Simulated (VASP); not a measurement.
Input of a VASP 6.6.1 run:

Contents of POSCAR:

```
SrTiO3
1.0
    3.9068462432      0.0000000000      0.0000000000
    0.0000000000      3.9068462432      0.0000000000
    0.0000000000      0.0000000000      3.9068462432
Sr Ti O
1 1 3
Direct
    0.5000000000      0.5000000000      0.5000000000
    0.0000000000      0.0000000000      0.0000000000
    0.5000000000      0.0000000000      0.0000000000
    0.0000000000      0.5000000000      0.0000000000
    0.0000000000      0.0000000000      0.5000000000
```

Contents of INCAR.step1:

```
SYSTEM = SrTiO3
PREC = Accurate
ENCUT = 520
ISMEAR = 0
SIGMA = 0.02
LREAL = .False.
LASPH = .True.
NELM = 100
NBANDS = 28
GGA = PE
ALGO = Normal
EDIFF = 1E-4
LWAVE = .True.
LCHARG = .False.
```

The input INCAR.step2:

```
SYSTEM = SrTiO3
PREC = Accurate
ENCUT = 520
EDIFF = 1E-6
ISMEAR = 0
SIGMA = 0.02
LREAL = .False.
LASPH = .True.
NELM = 100
ALGO = Normal
ISIF = 2
LWAVE = .False.
LCHARG = .True.
METAGGA = R2SCAN
LMIXTAU = .True.
LELF = .True.
LVHAR = .True.
NBANDS = 28
ISTART = 1
```

File KPOINTS:

```
regular mesh
0
Gamma
  8 8 8
  0 0 0
```

Potentials or basis: VASP PAW PBE potentials, release 64 (Sr_sv, Ti_sv, O).

Run with:

```sh
$ cat potpaw_PBE.64/Sr_sv/POTCAR potpaw_PBE.64/Ti_sv/POTCAR potpaw_PBE.64/O/POTCAR > POTCAR
$ cp INCAR.step1 INCAR
$ mpirun -np 1 vasp_std > vasp.out
$ cp INCAR.step2 INCAR
$ mpirun -np 1 vasp_std > vasp.out
```

Task: Predict the pressure.

Result: 0.9 GPa.

Task: Estimate the band gap on the k mesh.

Result: 2.27 eV (least direct gap 2.66 eV).

Caveat: the PAW data sets were made with another functional, which shifts forces and pressure a little. A k mesh can miss the band edges.
